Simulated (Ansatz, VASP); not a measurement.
## NbC4: VASP beside Ansatz

```xyz
5
Lattice="4.1582 0.0000 0.0000 0.0000 4.1582 0.0000 0.0000 0.0000 4.1582" Properties=species:S:1:pos:R:3 pbc="T T T"
Nb    2.0791    2.0791    2.0791
C     0.0000    2.0791    2.0791
C     2.0791    0.0000    2.0791
C     2.0791    2.0791    0.0000
C     0.0000    0.0000    0.0000
```

Alike in both runs: task single point; functional PBE; k mesh 4 × 4 × 4; occupations gaussian, width 0.1 eV; no spin polarisation.

```csv
,VASP,Ansatz
version,VASP 6.6.1,Ansatz 0.2.0
potentials or method,"VASP PAW PBE potentials, release 64 (Nb_sv, C), cutoff 520 eV","scalar-relativistic, plane waves, PAW"
valence electrons in the cell,29,29
```

VASP gave:

```
gap on the k mesh at the Fermi level (eV) : none
pressure (GPa)                            : -0.3
```

**Question.** Which values does Ansatz return?

**Answer.** gap on the k mesh at the Fermi level (eV): none; pressure (GPa): 0.0.

A gap of «none» marks a metal or a gap that the smearing closes.

The k mesh is coarse, so the values compare programs but aren't converged.
